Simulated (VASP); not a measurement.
A run of VASP 6.6.1 is set up as follows.

File INCAR:

```
PREC = Accurate
ENCUT = 520
EDIFF = 1E-6
ISMEAR = 1
SIGMA = 0.1
LREAL = F
LASPH = T
NELM = 100
ALGO = Normal
ISIF = 2
LWAVE = F
LCHARG = F
GGA = PE
NBANDS = 17
```

KPOINTS

```
regular mesh
0
Gamma
  11 11 6
```

File POSCAR:

```
Hf
1.0
    3.2045059552      0.0000000000      0.0000000000
   -1.6022529776      2.7751835638      0.0000000000
    0.0000000000      0.0000000000      5.0738215932
Hf
2
Direct
    0.3333333333      0.6666666667      0.2500000000
    0.6666666667      0.3333333333      0.7500000000
```

Potentials or basis: VASP PAW PBE potentials, release 64 (Hf_pv).

Run with:

```console
$ cat potpaw_PBE.64/Hf_pv/POTCAR > POTCAR
$ mpirun -np 1 vasp_std > vasp.out
```

Question: Predict the band gap on the k mesh.

Answer: Zero (bands 10 and 11 overlap by 1.48 eV).

Question: Estimate the pressure.

Answer: -0.3 GPa.

Stress tensor (GPa, compression positive):
```
-0.38  0.00  0.00
 0.00 -0.38  0.00
 0.00  0.00 -0.26
```

Caveat: spin-orbit coupling is left out, which moves the levels of the heavy elements.
